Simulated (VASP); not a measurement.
# ZnS (P6_3mc) in VASP: notebook, part 2 of 2

VASP 6.6.1. Earlier steps stand in the parts before.

## (4) Relaxation of cell and atoms, LDA, target pressure -2 GPa, at which the enthalpy is minimised

This run uses another cell than the first one, of 18.59 Å³/atom, 0.976 times its volume.

Contents of INCAR:

```
PREC = Accurate
ENCUT = 600
EDIFF = 1E-6
ISMEAR = 0
SIGMA = 0.01
LREAL = F
LASPH = T
NELM = 80
ALGO = Normal
ISIF = 3
LWAVE = F
LCHARG = F
IBRION = 2
NSW = 100
EDIFFG = -0.002
PSTRESS = -20.0
```

Contents of KPOINTS:

```
regular mesh
0
Gamma
  6 6 4
```

Contents of POSCAR:

```
ZnS
1.0
    3.7382324346      0.0000000000      0.0000000000
   -1.8691162173      3.2374042537      0.0000000000
    0.0000000000      0.0000000000      6.1429976498
Zn S
2 2
Direct
    0.3333333333      0.6666666667      0.0055913297
    0.6666666667      0.3333333333      0.5055913297
    0.3333333333      0.6666666667      0.3794086703
    0.6666666667      0.3333333333      0.8794086703
```

Potentials or basis: VASP PAW LDA potentials, release 64 (Zn, S).

Run with:

```console
$ cat potpaw_LDA.64/Zn/POTCAR potpaw_LDA.64/S/POTCAR > POTCAR
$ mpirun -np 1 vasp_std > vasp.out
```

OUTCAR:

```text
PREC = Accurate
   ENCUT = 600
   EDIFF = 1E-6
   ISMEAR = 0
   LREAL = F
   LASPH = T
   NELM = 80
   ISIF = 3
   IBRION = 2
   NSW = 100
   EDIFFG = -0.002
   PSTRESS = -20.0

 ion  position               nearest neighbor table
   1  0.333  0.667  0.006-   4 2.29   4 2.29   4 2.29   3 2.30
   2  0.667  0.333  0.506-   3 2.29   3 2.29   3 2.29   4 2.30
   3  0.333  0.667  0.379-   2 2.29   2 2.29   2 2.29   1 2.30
   4  0.667  0.333  0.879-   1 2.29   1 2.29   1 2.29   2 2.30

  LATTYP: Found a hexagonal cell.
 ALAT       =     3.7382324346
 C/A-ratio  =     1.6432893773

  Lattice vectors:

 A1 = (   3.7382324346,   0.0000000000,   0.0000000000)
 A2 = (  -1.8691162173,   3.2374042537,   0.0000000000)
 A3 = (   0.0000000000,   0.0000000000,   6.1429976498)

Analysis of symmetry for initial positions (statically):
=====================================================================
 Subroutine PRICEL returns:
 Original cell was already a primitive cell.

 Routine SETGRP: Setting up the symmetry group for a
 hexagonal supercell.

 Subroutine GETGRP returns: Found 12 space group operations
 (whereof  6 operations were pure point group operations)
 out of a pool of 24 trial point group operations.

The static configuration has the point symmetry C_3v.
 The point group associated with its full space group is C_6v.

Analysis of symmetry for dynamics (positions and initial velocities):
=====================================================================
 Subroutine PRICEL returns:
 Original cell was already a primitive cell.

 Routine SETGRP: Setting up the symmetry group for a
 hexagonal supercell.

 Subroutine GETGRP returns: Found 12 space group operations
 (whereof  6 operations were pure point group operations)
 out of a pool of 24 trial point group operations.

The dynamic configuration has the point symmetry C_3v.
 The point group associated with its full space group is C_6v.

 Subroutine INISYM returns: Found 12 space group operations
 (whereof  6 operations are pure point group operations),
 and found     1 'primitive' translations

----------------------------------------------------------------------------------------

                                     Primitive cell

  volume of cell :      74.3436

  direct lattice vectors                    reciprocal lattice vectors
     3.738232435  0.000000000  0.000000000     0.267506105  0.154444722  0.000000000
    -1.869116217  3.237404254  0.000000000     0.000000000  0.308889444  0.000000000
     0.000000000  0.000000000  6.142997650     0.000000000  0.000000000  0.162786974

  length of vectors
     3.738232435  3.738232435  6.142997650     0.308889444  0.308889444  0.162786974

  position of ions in fractional coordinates (direct lattice)
     0.333333333  0.666666667  0.005591330
     0.666666667  0.333333333  0.505591330
     0.333333333  0.666666667  0.379408670
     0.666666667  0.333333333  0.879408670

  ion indices of the primitive-cell ions
   primitive index   ion index
                 1           1
                 2           2
                 3           3
                 4           4

----------------------------------------------------------------------------------------

 KPOINTS: regular mesh

Automatic generation of k-mesh.
 Grid dimensions read from file:
 generate k-points for:    6    6    4

 Generating k-lattice:

  Cartesian coordinates                     Fractional coordinates (reciprocal lattice)
     0.044584351  0.025740787  0.000000000     0.166666667  0.000000000  0.000000000
     0.000000000  0.051481574  0.000000000     0.000000000  0.166666667  0.000000000
     0.000000000  0.000000000  0.040696744     0.000000000  0.000000000  0.250000000

  Length of vectors
     0.051481574  0.051481574  0.040696744

  Shift w.r.t. Gamma in fractional coordinates (k-lattice)
     0.000000000  0.000000000  0.000000000

 Subroutine IBZKPT returns following result:
 ===========================================

 Found     21 irreducible k-points:

 Following reciprocal coordinates:
            Coordinates               Weight
  0.000000  0.000000  0.000000      1.000000
  0.166667  0.000000  0.000000      6.000000
  0.333333  0.000000  0.000000      6.000000
  0.500000 -0.000000  0.000000      3.000000
  0.166667  0.166667  0.000000      6.000000
  0.333333  0.166667  0.000000     12.000000
[... 13 lines left out ...]
  0.333333  0.166667  0.500000     12.000000
  0.333333  0.333333  0.500000      2.000000
   k-points           NKPTS =     21   k-points in BZ     NKDIM =     21   number of bands    NBANDS=     22
   number of dos      NEDOS =    301   number of ions     NIONS =      4
   total plane-waves  NPLWV =  45000
   dimension x,y,z NGX =    30 NGY =   30 NGZ =   50
   dimension x,y,z NGXF=    60 NGYF=   60 NGZF=  100
   ions per type =               2   2
   NGX,Y,Z   is equivalent  to a cutoff of  13.34, 13.34, 13.53 a.u.
   NGXF,Y,Z  is equivalent  to a cutoff of  26.68, 26.68, 27.06 a.u.
 SYSTEM =  unknown system
   PREC   = accura    normal or accurate (medium, high low for compatibility)
   ISTART =      0    job   : 0-new  1-cont  2-samecut
   ICHARG =      2    charge: 1-file 2-atom 10-const
   ISPIN  =      1    spin polarized calculation?
   LNONCOLLINEAR =      F non collinear calculations
   LSORBIT =      F    spin-orbit coupling
   LASPH  =      T    aspherical Exc in radial PAW
   ENCUT  =  600.0 eV  44.10 Ry    6.64 a.u.   7.47  7.47 12.27*2*pi/ulx,y,z
   NELM   =     80;   NELMIN=  2; NELMDL= -5     # of ELM steps
   EDIFF  = 0.1E-05   stopping-criterion for ELM
   LREAL  =      F    real-space projection
   EDIFFG = -.2E-02   stopping-criterion for IOM
   NSW    =    100    number of steps for IOM
   IBRION =      2    ionic relax: 0-MD 1-quasi-New 2-CG
   NFREE  =      1    steps in history (QN), initial steepest desc. (CG)
   ISIF   =      3    stress and relaxation
   ISYM   =      2    0-nonsym 1-usesym 2-fastsym
   POTIM  = 0.5000    time-step for ionic-motion
   TEBEG  =    0.0;   TEEND  =   0.0 temperature during run
   PSTRESS=  -20.0 pullay stress
   NELECT =      36.0000    total number of electrons
   NUPDOWN=      -1.0000    fix difference up-down
   EMIN   =  10.00;   EMAX   =-10.00  energy-range for DOS
   EFERMI =   0.00;   METHOD = LEGACY
   ISMEAR =     0;   SIGMA  =   0.01  broadening in eV -4-tet -1-fermi 0-gaus
   EFERMI_NEDOS =   21; number of points for ismear=-14 and -15
   IALGO  =     38    algorithm
   IMIX   =      4    mixing-type and parameters
     AMIX     =   0.40;   BMIX     =  1.00
     AMIX_MAG =   1.60;   BMIX_MAG =  1.00
  volume/ion in A,a.u.               =      18.59       125.42
  Fermi-wavevector in a.u.,A,eV,Ry     =   1.285566  2.429368 22.486085  1.652681
  Thomas-Fermi vector in A             =   2.417693
   LORBIT       =      0    0 simple, 1 ext, 2 COOP (PROOUT), +10 PAW based schemes
   GGA     = CA    functional components
   LHFCALC =     F    Hartree Fock is set to
   AEXX    =    0.0000 exact exchange contribution
   IVDW    =     0    specifies the selected vdW correction
   LEPSILON=     F    determine dielectric tensor
   LRPA    =     F    only Hartree local field effects (RPA)
 conjugate gradient relaxation of ions
 non-spin polarized calculation
 Gauss-broadening in eV      SIGMA  =   0.01
  energy-cutoff  :      600.00
  volume of cell :       74.34
 maximum number of plane-waves:      2539
 NGX is ok and might be reduce to    30
   NGX = 15   NGY = 15   NGZ = 25

--------------------------------------- Ionic step        1  -------------------------------------------

 number of electron      35.9999981 magnetization

 Free energy of the ion-electron system (eV)
  ---------------------------------------------------
  ext. energy  EPLUGINS =         0.00000000
  ---------------------------------------------------
  free energy    TOTEN  =       -16.39912226 eV

  energy without entropy =      -16.39912226  energy(sigma->0) =      -16.39912226

------------------------ aborting loop because EDIFF is reached ----------------------------------------

  FORCE on cell =-STRESS in cart. coord.  units (eV):
  Direction    XX          YY          ZZ          XY          YZ          ZX
  --------------------------------------------------------------------------------------
  -------------------------------------------------------------------------------------
  Total        0.1264981      0.1264981      0.1020851      0.0000000     -0.0000000      0.0000000
  in kB        2.7261576      2.7261576      2.2000344      0.0000000     -0.0000000      0.0000000
  external PRESSURE =      22.5507832 kB  Pullay stress =     -20.0000000 kB
[... 103 lines left out ...]
  energy  without entropy=      -16.3875373548  energy(sigma->0) =      -16.38753735

  enthalpy is  TOTEN    =       -17.3415084829 eV   P V=       -0.9539711281

[... ionic steps 4 to 15 ...]

--------------------------------------- Ionic step       16  -------------------------------------------

 number of electron      35.9999990 magnetization

------------------------ aborting loop because EDIFF is reached ----------------------------------------
[... 75 lines left out ...]
--------------------------------------- Ionic step       18  -------------------------------------------

 number of electron      35.9999990 magnetization

 Free energy of the ion-electron system (eV)
  ---------------------------------------------------
  ext. energy  EPLUGINS =         0.00000000
  ---------------------------------------------------
  free energy    TOTEN  =       -16.38748531 eV

  energy without entropy =      -16.38748531  energy(sigma->0) =      -16.38748531

 E-fermi :   2.3561     XC(G=0): -10.1798

 val. band max:        2.2544455512   @ k =   0.0000   0.0000   0.0000
 cond. band min:       4.3546148583   @ k =   0.0000   0.0000   0.0000
 fundamental gap:      2.1001693071
 Fermi energy:         2.3560979620

 k-point     1 :       0.0000    0.0000    0.0000
  band No.  band energies     occupation
      1     -11.1107      2.00000
      2     -10.0951      2.00000
      3      -4.3870      2.00000
      4      -4.3701      2.00000
      5      -4.3701      2.00000
      6      -4.2856      2.00000
[... 549 lines left out ...]
  energy  without entropy=      -16.3874853103  energy(sigma->0) =      -16.38748531

  enthalpy is  TOTEN    =       -17.3415369377 eV   P V=       -0.9540516273

 reached required accuracy - stopping structural energy minimisation
```

Run time: 9.8 min. Hardware: 1 thread of AMD EPYC 7R13, shared host; peak memory 0.16 GiB.

Results:

| Item | Value |
| --- | --- |
| Free energy | -16.3875 eV |
| Relaxed volume | 19.11 Å³/atom |
| Relaxed cell | a = 3.775 Å, b = 3.775 Å, c = 6.194 Å, α = 90.00°, β = 90.00°, γ = 120.00° |
| Space group after relaxing (to 0.05 Å) | P6_3mc (No. 186) |
| Energy change on relaxing (the enthalpy is what falls) | +2.9 meV/atom |
| Ionic steps | 18 |
| Pressure after relaxing | -2.0 GPa |
| Band gap on the k mesh | 2.10 eV, direct |

The path:
| step | energy change (eV) | largest force (eV/Å) | pressure (GPa) | volume (Å³) |
| --- | --- | --- | --- | --- |
| 1 | 0.0000 | 0.0021 | 0.26 | 74.34 |
| 2 | 0.0230 | 0.0103 | -2.80 | 77.19 |
| 3 | 0.0116 | 0.0071 | -1.99 | 76.42 |
| 4 | 0.0121 | 0.0073 | -2.03 | 76.46 |
| 5 | 0.0116 | 0.0056 | -1.96 | 76.42 |
| 6 | 0.0115 | 0.0046 | -1.98 | 76.42 |
| 7 | 0.0117 | 0.0045 | -2.03 | 76.44 |
| 8 | 0.0118 | 0.0037 | -2.02 | 76.44 |
| 9 | 0.0119 | 0.0036 | -2.01 | 76.45 |
| 10 | 0.0121 | 0.0028 | -2.06 | 76.47 |
| 11 | 0.0119 | 0.0037 | -2.03 | 76.45 |
| 12 | 0.0119 | 0.0047 | -2.01 | 76.45 |
| 13 | 0.0119 | 0.0008 | -2.02 | 76.45 |
| 14 | 0.0119 | 0.0004 | -2.02 | 76.45 |
| 15 | 0.0117 | 0.0016 | -1.99 | 76.43 |
| 16 | 0.0118 | 0.0004 | -2.03 | 76.44 |
| 17 | 0.0117 | 0.0019 | -2.00 | 76.43 |
| 18 | 0.0116 | 0.0000 | -1.99 | 76.43 |

Final structure:
```
CELL_PARAMETERS angstrom
3.77460 0.00000 0.00000
-1.88730 3.26890 0.00000
0.00000 0.00000 6.19413
ATOMIC_POSITIONS crystal
Zn 0.33333 0.66667 0.00540
Zn 0.66667 0.33333 0.50540
S 0.33333 0.66667 0.37960
S 0.66667 0.33333 0.87960
```

Caveat: the cell is relaxed towards a set pressure, so the enthalpy falls and the energy may rise.

## (5) Relaxation of cell and atoms, LDA, target pressure 2 GPa, at which the enthalpy is minimised

This run uses another cell than the first one, of 18.59 Å³/atom, 0.976 times its volume.

Contents of INCAR:

```
  ALGO = Normal
  EDIFF = 1E-6
  EDIFFG = -0.002
  ENCUT = 600
  IBRION = 2
  ISIF = 3
  ISMEAR = 0
  LASPH = True
  LCHARG = False
  LREAL = False
  LWAVE = False
  NELM = 80
  NSW = 100
  PREC = Accurate
  PSTRESS = 20.0
  SIGMA = 0.01
```

Contents of KPOINTS:

```
k-points
0
Gamma
  6 6 4
```

POSCAR is that of step 4.

Run with:

```console
$ cat potpaw_LDA.64/Zn/POTCAR potpaw_LDA.64/S/POTCAR > POTCAR
$ mpirun -np 1 vasp_std > vasp.out
```

Run time: 6.3 min. Hardware: 1 thread of AMD EPYC 7R13, shared host; peak memory 0.16 GiB.

The run converged. Its results:

```
Free energy                                            : -16.3893 eV
Relaxed volume                                         : 18.23 Å³/atom
Relaxed cell                                           : a = 3.714 Å, b = 3.714 Å, c = 6.105 Å, α = 90.00°, β = 90.00°, γ = 120.00°
Space group after relaxing (to 0.05 Å)                 : P6_3mc (No. 186)
Energy change on relaxing (the enthalpy is what falls) : +2.4 meV/atom
Ionic steps                                            : 10
Pressure after relaxing                                : 2.0 GPa
Band gap on the k mesh                                 : 2.31 eV, direct
```

The path:
| step | energy change (eV) | largest force (eV/Å) | pressure (GPa) | volume (Å³) |
| --- | --- | --- | --- | --- |
| 1 | 0.0000 | 0.0021 | 0.26 | 74.34 |
| 2 | 0.0215 | 0.0059 | 3.02 | 72.19 |
| 3 | 0.0098 | 0.0045 | 1.99 | 72.94 |
| 4 | 0.0101 | 0.0045 | 2.02 | 72.91 |
| 5 | 0.0098 | 0.0030 | 1.97 | 72.94 |
| 6 | 0.0098 | 0.0041 | 2.02 | 72.94 |
| 7 | 0.0098 | 0.0018 | 1.98 | 72.94 |
| 8 | 0.0098 | 0.0035 | 2.00 | 72.94 |
| 9 | 0.0098 | 0.0019 | 1.99 | 72.94 |
| 10 | 0.0098 | 0.0006 | 1.99 | 72.94 |

Final structure:
```
Zn S
1.0
     3.71409    0.00000    0.00000
    -1.85704    3.21650    0.00000
     0.00000    0.00000    6.10547
Zn S
2 2
Direct
  0.33333 0.66667 0.00571
  0.66667 0.33333 0.50571
  0.33333 0.66667 0.37929
  0.66667 0.33333 0.87929
```

Levels at points of the mesh, in eV from the valence-band top:
```tsv
k point	band 15	band 16	band 17	band 18	band 19	band 20	band 21	band 22
(0.00, 0.00, 0.00)	-1.02	-0.11	0.00	0.00	2.31	3.06	6.11	6.11
(0.50, 0.00, 0.00)	-3.71	-2.55	-1.98	-1.01	3.40	4.26	4.86	6.72
(0.00, 0.00, 0.50)	-0.54	-0.54	-0.54	-0.54	3.58	3.58	6.60	6.60
(0.50, 0.00, 0.50)	-1.87	-1.87	-1.84	-1.84	3.33	3.33	5.01	5.01
```

Caveat: the cell is relaxed towards a set pressure, so the enthalpy falls and the energy may rise. LDA usually gives volumes a few per cent too small.

## (6) Relaxation of cell and atoms, LDA, target pressure 4 GPa, at which the enthalpy is minimised

This run uses another cell than the first one, of 18.59 Å³/atom, 0.976 times its volume.

Contents of INCAR:

```
SYSTEM = ZnS
ALGO = Normal
EDIFF = 1E-7
EDIFFG = -0.002
ENCUT = 600
IBRION = 2
ISIF = 3
ISMEAR = 0
LASPH = .TRUE.
LCHARG = .FALSE.
LREAL = .FALSE.
LWAVE = .FALSE.
NELM = 100
NSW = 100
PREC = Accurate
PSTRESS = 40.0
SIGMA = 0.01
```

Contents of KPOINTS:

```
k-points
0
G
  6 6 4
  0 0 0
```

POSCAR is that of step 5.

Potentials or basis: VASP PAW LDA potentials, release 64 (Zn, S).

Run with:

```console
$ cat potpaw_LDA.64/Zn/POTCAR potpaw_LDA.64/S/POTCAR > POTCAR
$ mpirun -np 1 vasp_std > vasp.out
```

Run time: 7.7 min. Hardware: 1 thread of AMD EPYC 7R13, shared host; peak memory 0.17 GiB.

The run converged. Its results:

| Item | Value |
| --- | --- |
| Free energy | -16.3619 eV |
| Relaxed volume | 17.87 Å³/atom |
| Relaxed cell | a = 3.688 Å, b = 3.688 Å, c = 6.068 Å, α = 90.00°, β = 90.00°, γ = 120.00° |
| Space group after relaxing (to 0.05 Å) | P6_3mc (No. 186) |
| Energy change on relaxing (the enthalpy is what falls) | +9.3 meV/atom |
| Ionic steps | 9 |
| Pressure after relaxing | 4.0 GPa |
| Band gap on the k mesh | 2.41 eV, direct |

Step by step:
```csv
step,energy change (eV),largest force (eV/Å),pressure (GPa),volume (Å³)
1,0.0000,0.0022,0.25,74.34
2,0.0936,0.0159,6.64,69.77
3,0.0368,0.0102,3.98,71.49
4,0.0382,0.0104,4.06,71.43
5,0.0365,0.0073,3.96,71.50
6,0.0364,0.0070,3.96,71.50
7,0.0363,0.0070,3.95,71.51
8,0.0367,0.0037,3.97,71.49
9,0.0373,0.0001,4.00,71.46
```

Final structure:
```
CELL_PARAMETERS angstrom
3.68758 0.00000 0.00000
-1.84379 3.19354 0.00000
0.00000 0.00000 6.06839
ATOMIC_POSITIONS crystal
Zn 0.33333 0.66667 0.00588
Zn 0.66667 0.33333 0.50588
S 0.33333 0.66667 0.37912
S 0.66667 0.33333 0.87912
```

Levels at points of the mesh, in eV from the valence-band top:
| k point | band 15 | band 16 | band 17 | band 18 | band 19 | band 20 | band 21 | band 22 |
| --- | --- | --- | --- | --- | --- | --- | --- | --- |
| (0.00, 0.00, 0.00) | -1.05 | -0.12 | 0.00 | 0.00 | 2.41 | 3.10 | 6.09 | 6.09 |
| (0.50, 0.00, 0.00) | -3.82 | -2.63 | -2.05 | -1.04 | 3.37 | 4.30 | 4.84 | 6.69 |
| (0.00, 0.00, 0.50) | -0.55 | -0.55 | -0.55 | -0.55 | 3.64 | 3.64 | 6.59 | 6.59 |
| (0.50, 0.00, 0.50) | -1.93 | -1.93 | -1.90 | -1.90 | 3.32 | 3.32 | 4.99 | 4.99 |

Caveat: the cell is relaxed towards a set pressure, so the enthalpy falls and the energy may rise. LDA usually gives volumes a few per cent too small.

## (7) Summary

```tsv
task	cell	k mesh	cutoff (eV)	smearing	gap on the mesh (eV)	pressure (GPa)
single point	a = 3.770, b = 3.770, c = 6.188 Å, angles 90.0, 90.0, 120.0°, 4 atoms	6 × 6 × 4	520	gaussian 0.01 eV	2.12	-1.7
single point	a = 3.738, b = 3.738, c = 6.143 Å, angles 90.0, 90.0, 120.0°, 4 atoms	10 × 10 × 6	520	fermi-dirac 0.05 eV	2.23	0.2
relaxation of cell and atoms	relaxed to -2 GPa from a = 3.738, b = 3.738, c = 6.143 Å, angles 90.0, 90.0, 120.0°, 4 atoms	6 × 6 × 4	600	gaussian 0.01 eV	2.10	-2.0
relaxation of cell and atoms	relaxed to 2 GPa from a = 3.738, b = 3.738, c = 6.143 Å, angles 90.0, 90.0, 120.0°, 4 atoms	6 × 6 × 4	600	gaussian 0.01 eV	2.31	2.0
relaxation of cell and atoms	relaxed to 4 GPa from a = 3.738, b = 3.738, c = 6.143 Å, angles 90.0, 90.0, 120.0°, 4 atoms	6 × 6 × 4	600	gaussian 0.01 eV	2.41	4.0
```

Alike in all rows: level LDA; potentials or basis VASP PAW LDA potentials, release 64 (Zn, S); no spin polarisation.

Caveats: the cell is relaxed towards a set pressure, so the enthalpy falls and the energy may rise (some runs).

Total energies depend on the potentials used, so only differences within one code and one set of settings carry meaning.
